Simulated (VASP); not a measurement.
# NaCl: single point with PBEsol

The system is NaCl.

```xyz
2
Lattice="3.5022 0.0000 0.0000 0.0000 3.5022 0.0000 0.0000 0.0000 3.7824" Properties=species:S:1:pos:R:3 pbc="T T T"
Na    0.0000    0.0000    0.0000
Cl    1.7511    1.7511    1.8912
```

This cell differs from its parent crystal: strain +0.000 along x and y, +0.080 along z.

* Program: VASP 6.6.1
* Task: single point
* Functional: PBEsol
* Potentials or basis: VASP PAW PBE potentials, release 64 (Na_pv, Cl)
* Cutoff: 520 eV
* k mesh: 6 × 6 × 6
* Occupations: gaussian, width 0.05 eV
* Spin: no spin polarisation

```json
{
  "Pressure": "-2.6 GPa",
  "Band gap on the k mesh": "3.38 eV (least direct gap 3.77 eV)"
}
```

Stress tensor (GPa, compression positive):
```
-0.97  0.00  0.00
 0.00 -0.97  0.00
 0.00  0.00 -5.81
```

Levels at points of the mesh, in eV from the valence-band top:
| k point | band 4 | band 5 | band 6 | band 7 | band 8 | band 9 | band 10 | band 11 |
| --- | --- | --- | --- | --- | --- | --- | --- | --- |
| (0.00, 0.00, 0.00) | -13.28 | -0.97 | -0.40 | -0.40 | 3.38 | 8.05 | 8.66 | 13.94 |
| (0.50, 0.00, 0.00) | -12.94 | -2.83 | -0.69 | -0.15 | 6.21 | 7.90 | 10.28 | 10.55 |
| (0.50, 0.50, 0.00) | -12.67 | -2.16 | -2.16 | -0.40 | 5.54 | 8.99 | 10.09 | 10.09 |
| (0.00, 0.00, 0.50) | -13.07 | -2.86 | -0.26 | -0.26 | 6.52 | 7.47 | 10.31 | 11.75 |
| (0.50, 0.00, 0.50) | -12.79 | -2.33 | -2.13 | 0.00 | 5.12 | 9.63 | 9.85 | 10.60 |
| (0.50, 0.50, 0.50) | -12.52 | -1.88 | -1.88 | -1.68 | 6.78 | 6.78 | 6.84 | 10.91 |

Wall time 17 s on 1 thread of Intel(R) Xeon(R) Platinum 8259CL CPU @ 2.50GHz (Skylake/Cascade Lake) (shared host), peak memory 0.16 GiB.

Caveat: the cell differs from its parent crystal (strain +0.000 along x and y, +0.080 along z); the PAW data sets were made with another functional, which shifts forces and pressure a little. A k mesh can miss the band edges.
